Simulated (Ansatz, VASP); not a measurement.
# SnSe: VASP beside Ansatz

```
Sn Se
1.0
     4.28533    0.00000    0.00000
     0.00000    4.28533    0.00000
     0.00000    0.00000   10.99069
Sn Se
2 2
Direct
  0.50000 0.00000 0.37223
  0.00000 0.50000 0.62777
  0.42581 0.92581 0.61778
  0.00000 0.50000 0.38396
```

Alike in both runs: task single point; functional r2SCAN; k mesh 6 × 6 × 4; occupations gaussian, width 0.05 eV; no spin polarisation.

|  | VASP | Ansatz |
| --- | --- | --- |
| version | VASP 6.6.1 | Ansatz 0.2.0 |
| potentials or method | VASP PAW PBE potentials, release 64 (Sn_d, Se), cutoff 520 eV | scalar-relativistic, plane waves, PAW |
| valence electrons in the cell | 40 | 60 |

```tsv
	VASP	Ansatz	Ansatz less VASP
gap on the k mesh at the Fermi level (eV)	1.53	1.54	+0.005
least direct gap on the mesh (eV)	1.53	1.54	+0.005
rms of the force components (eV/Å)	0.517	0.511	-0.0053
```

VASP's potentials were made for PBE, not for r2SCAN. Atom by atom the forces differ by 0.009 eV/Å (rms over components). With one functional, cell and mesh, what is left measures potentials, basis and numerics. VASP's potentials hold 40 valence electrons a cell and Ansatz's 60, so a difference there can come from the potentials and not from the codes.
